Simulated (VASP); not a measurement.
Input of a VASP 6.6.1 run:

Contents of INCAR:

```
SYSTEM = FeRe6Pb2
  PREC = Accurate
  ENCUT = 520
  EDIFF = 1E-7
  ISMEAR = -1
  SIGMA = 0.1
  LREAL = .FALSE.
  LASPH = .TRUE.
  NELM = 60
  ALGO = Normal
  ISIF = 2
  LWAVE = .FALSE.
  LCHARG = .TRUE.
  GGA = PE
  LELF = .TRUE.
  LVHAR = .TRUE.
  NBANDS = 49
  ISYM = 0
```

File KPOINTS:

```
Automatic mesh
0
G
  3 3 5
  0 0 0
```

POSCAR

```
FeRe6Pb2
1.0
    7.1122460000      0.0000000000      0.0000000000
   -3.5561230000      6.1593900000      0.0000000000
    0.0000000000      0.0000000000      3.6588450000
Pb Re Fe
2 6 1
Direct
    0.3333000000      0.6667000000      0.0000000000
    0.6667000000      0.3333000000      0.0000000000
    0.2420000000      0.0000000000      0.0000000000
    0.7580000000      0.7580000000      0.0000000000
    0.0000000000      0.2420000000      0.0000000000
    0.5970000000      0.0000000000      0.5000000000
    0.4030000000      0.4030000000      0.5000000000
    0.0000000000      0.5970000000      0.5000000000
    0.0000000000      0.0000000000      0.5000000000
```

Potentials or basis: VASP PAW PBE potentials, release 64 (Pb_d, Re, Fe).

Run with:

```console
$ cat potpaw_PBE.64/Pb_d/POTCAR potpaw_PBE.64/Re/POTCAR potpaw_PBE.64/Fe/POTCAR > POTCAR
$ mpirun -np 1 vasp_std > vasp.out
```

What does it give for the largest force?

2.792 eV/Å.

What does it give for the pressure?

-14.1 GPa.

What does it give for the band gap on the k mesh?

Zero (bands 39 and 40 overlap by 0.28 eV).

Forces in eV/Å, atoms in the order of the input:
```
Pb   0.006 -0.003  0.000
Pb  -0.006  0.003  0.000
Re  -2.792  0.003  0.000
Re   1.394  2.415  0.000
Re   1.398 -2.417  0.000
Re   2.581 -0.002  0.000
Re  -1.289 -2.233  0.000
Re  -1.292  2.234  0.000
Fe   0.000  0.000  0.000
```

Caveat: the cell stands under tension; spin-orbit coupling is left out, which moves the levels of the heavy elements; the run has no spin polarisation, though such a crystal can be magnetic; forces of over 1 eV/Å act on the atoms, so gaps and moduli don't describe the material at rest. Spin polarisation is off, so any magnetic state and its effect on volume and gap are missing.
